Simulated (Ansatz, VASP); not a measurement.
## Two plane-wave programs on TiCo

The input INCAR:

```
SYSTEM = TiCo
  ALGO = Normal
  EDIFF = 1E-6
  ENCUT = 520
  GGA = PE
  ISIF = 2
  ISMEAR = -1
  ISPIN = 2
  LASPH = .TRUE.
  LCHARG = .TRUE.
  LELF = .TRUE.
  LMAXMIX = 4
  LORBIT = 11
  LREAL = .FALSE.
  LVHAR = .TRUE.
  LWAVE = .FALSE.
  MAGMOM = 0 2.5
  NBANDS = 22
  NELM = 150
  PREC = Accurate
  SIGMA = 0.1
```

Contents of KPOINTS:

```
k-points
0
G
  10 10 10
  0 0 0
```

POSCAR

```
TiCo
1.0
    2.9610164438      0.0000000000      0.0000000000
    0.0000000000      2.9610164438      0.0000000000
    0.0000000000      0.0000000000      2.9610164438
Ti Co
1 1
Direct
    0.0000000000      0.0000000000      0.0000000000
    0.5000000000      0.5000000000      0.5000000000
```

Input for Ansatz:

```yaml
crystal:
  lattice:
    - [2.961016443825186, 0.0, 0.0]
    - [0.0, 2.961016443825186, 0.0]
    - [0.0, 0.0, 2.961016443825186]
  atoms:
    - { symbol: Ti, position: [0.0, 0.0, 0.0] }
    - { symbol: Co, position: [0.5, 0.5, 0.5], spin: 2.5 }
basis:
  ecutwfc: 450.0
kpoints:
  mp_grid:
    grid: [10, 10, 10]
magnetization:
  spin_polarized: true
scf:
  occupations:
    method: fermi_dirac
    width: 0.1
```

Alike in both runs: task single point; functional PBE; k mesh 10 × 10 × 10; occupations fermi-dirac, width 0.1 eV; collinear spin.

```csv
,VASP,Ansatz
version,VASP 6.6.1,Ansatz 0.2.0
potentials or method,"VASP PAW PBE potentials, release 64 (Ti_sv, Co), cutoff 520 eV","plane waves, PAW"
valence electrons in the cell,21,29
```

VASP gave:

* net moment per atom (μB): 0.39
* size of the moment on the site where the two differ most (μB): 0.84

Task: Estimate Ansatz's values.

Result: net moment per atom (μB): 0.40; size of the moment on the site where the two differ most (μB): 0.89.

Site moments also hang on the region over which each program counts them. VASP's potentials hold 21 valence electrons a cell and Ansatz's 29, so a difference there can come from the potentials and not from the codes.
